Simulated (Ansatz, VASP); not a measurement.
Sn8SeS7: VASP beside Ansatz

```xyz
16
Lattice="11.2464 0.0000 0.0000 0.0000 8.0070 0.0000 0.0000 0.0000 4.3519" Properties=species:S:1:pos:R:3 pbc="T T T"
Sn    1.3428    1.0009    0.5214
Sn    1.3428    5.0044    0.5214
Sn    4.2804    3.0026    2.6973
Sn    4.2804    7.0061    2.6973
Sn    6.9660    1.0009    1.6546
Sn    6.9660    5.0044    1.6546
Sn    9.9036    3.0026    3.8306
Sn    9.9036    7.0061    3.8306
Se    9.5684    1.0009    2.0859
S     9.5684    5.0044    2.0859
S     7.3011    3.0026    4.2619
S     7.3011    7.0061    4.2619
S     3.9452    1.0009    0.0901
S     3.9452    5.0044    0.0901
S     1.6780    3.0026    2.2661
S     1.6780    7.0061    2.2661
```

Alike in both runs: task single point; functional PBEsol; k mesh 2 × 2 × 4; occupations gaussian, width 0.1 eV; no spin polarisation.

|  | VASP | Ansatz |
| --- | --- | --- |
| version | VASP 6.6.1 | Ansatz 0.2.0 |
| potentials or method | VASP PAW PBE potentials, release 64 (Sn_d, Se, S), cutoff 520 eV | scalar-relativistic, plane waves, PAW |
| valence electrons in the cell | 160 | 170 |

VASP gave:

```
gap on the k mesh at the Fermi level (eV)                     : 0.89
least direct gap on the mesh (eV)                             : 1.32
pressure (GPa)                                                : -0.5
traceless stress, the component that is largest in VASP (GPa) : 0.48
rms of the force components (eV/Å)                            : 0.209
```

Task: Which values does Ansatz return?

Result: gap on the k mesh at the Fermi level (eV): 0.89; least direct gap on the mesh (eV): 1.33; pressure (GPa): -0.5; traceless stress, the component that is largest in VASP (GPa): 0.45; rms of the force components (eV/Å): 0.205.

VASP's potentials were made for PBE, not for PBEsol. Atom by atom the forces differ by 0.005 eV/Å (rms over components). VASP's potentials hold 160 valence electrons a cell and Ansatz's 170, so a difference there can come from the potentials and not from the codes.
